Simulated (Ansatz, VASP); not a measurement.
**Two plane-wave programs on CdS**

```
Cd S
1.0
     4.12385    0.00000    0.00000
    -2.06192    3.57136    0.00000
     0.00000    0.00000    6.70973
Cd S
2 2
Direct
  0.33333 0.66667 0.99922
  0.66667 0.33333 0.49922
  0.33333 0.66667 0.37578
  0.66667 0.33333 0.87578
```

Alike in both runs: functional PBEsol; k mesh 12 × 12 × 6; occupations fermi-dirac, width 0.08 eV; no spin polarisation.

Ansatz relaxed the structure, and its values are those at the end. VASP's run is a single point on that final structure, the one shown.

```csv
,VASP,Ansatz
version,VASP 6.6.1,Ansatz 0.2.0
potentials or method,"VASP PAW PBE potentials, release 64 (Cd, S)","PAW with Ansatz's default frozen-core files, scalar-relativistic"
plane-wave cutoff (eV),520,420
valence electrons in the cell,36,52
```

|  | VASP | Ansatz | Ansatz less VASP |
| --- | --- | --- | --- |
| pressure (GPa) | 0.4 | 0.0 | -0.40 |

VASP's potentials were made for PBE, not for PBEsol. The functional is the same, so the differences come from potentials, cutoffs and numerics. VASP's potentials hold 36 valence electrons a cell and Ansatz's 52, so a difference there can come from the potentials and not from the codes.
